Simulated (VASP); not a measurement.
## La: single point with LDA

Crystal: La.

```xyz
4
Lattice="3.5937 0.0000 0.0000 -1.7968 3.1122 0.0000 0.0000 0.0000 11.5208" Properties=species:S:1:pos:R:3 pbc="T T T"
La    0.0000    0.0000    0.0000
La    0.0000    0.0000    5.7604
La    0.0000    2.0748    8.6406
La    1.7968    1.0374    2.8802
```

```yaml
Program: VASP 6.6.1
Task: single point
Functional: LDA
Potentials_or_basis: VASP PAW LDA potentials, release 64 (La)
Cutoff: 520 eV
k_mesh: 16 × 16 × 5
Occupations: fermi-dirac, width 0.05 eV
Spin: no spin polarisation
```

- Pressure: -0.1 GPa
- Band gap on the k mesh: zero (bands 22 and 23 overlap by 1.25 eV)

Levels at points of the mesh, in eV from the Fermi level:
```csv
k point,band 19,band 20,band 21,band 22,band 23,band 24,band 25,band 26
"(0.00, 0.00, 0.00)",-1.72,-1.71,0.60,0.78,1.22,1.24,1.25,1.25
"(0.50, 0.00, 0.00)",-1.84,-1.28,-0.86,-0.28,-0.22,0.48,1.14,1.17
```

Run time: 4 min on 1 thread of AMD EPYC 9R45 96-Core Processor (Zen 5) (shared host), peak memory 0.38 GiB.

Caveat: spin-orbit coupling is left out, which moves the levels of the heavy elements.
